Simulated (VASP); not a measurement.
A run of VASP 6.6.1:

File POSCAR:

```
Cu
1.0
    2.5508792560      0.0000000000      0.0000000000
   -1.2754396280      2.2091262377      0.0000000000
    0.0000000000      0.0000000000      4.1398073633
Cu
2
Direct
    0.6666666667      0.3333333333      0.7500000000
    0.3333333333      0.6666666667      0.2500000000
```

INCAR.step1

```
PREC     = Accurate       # precision mode
ENCUT    = 520            # plane-wave cutoff, eV
ISMEAR   = -1             # smearing method
SIGMA    = 0.05           # smearing width, eV
LREAL    = False          # projectors in reciprocal space
LASPH    = True           # aspherical terms in the spheres
NELM     = 100            # most SCF steps
NBANDS   = 18             # bands
GGA      = PE             # functional
ALGO     = Normal         # electronic algorithm
EDIFF    = 1E-4           # SCF threshold, eV
LWAVE    = True           # write WAVECAR
LCHARG   = False          # write CHGCAR
```

INCAR.step2

```
PREC     = Accurate       # precision mode
ENCUT    = 520            # plane-wave cutoff, eV
EDIFF    = 1E-7           # SCF threshold, eV
ISMEAR   = -1             # smearing method
SIGMA    = 0.05           # smearing width, eV
LREAL    = False          # projectors in reciprocal space
LASPH    = True           # aspherical terms in the spheres
NELM     = 100            # most SCF steps
ALGO     = Normal         # electronic algorithm
ISIF     = 2              # what is computed and relaxed
LWAVE    = False          # write WAVECAR
LCHARG   = False          # write CHGCAR
METAGGA  = R2SCAN         # meta-GGA
LMIXTAU  = True         
NBANDS   = 18             # bands
ISTART   = 1
```

KPOINTS

```
regular mesh
0
Gamma
  12 12 7
```

Potentials or basis: VASP PAW PBE potentials, release 64 (Cu).

Command:

```console
$ cat potpaw_PBE.64/Cu/POTCAR > POTCAR
$ cp INCAR.step1 INCAR
$ mpirun -np 1 vasp_std > vasp.out
$ cp INCAR.step2 INCAR
$ mpirun -np 1 vasp_std > vasp.out
```

Hardware: 1 thread of Intel(R) Xeon(R) 6975P-C (Granite Rapids), on a shared host.

**Question.** How long does it take, and how much memory?

**Answer.** Wall time 54 s on 1 thread of Intel(R) Xeon(R) 6975P-C (Granite Rapids), on a shared host, peak memory 0.15 GiB. Counts: k points 76.
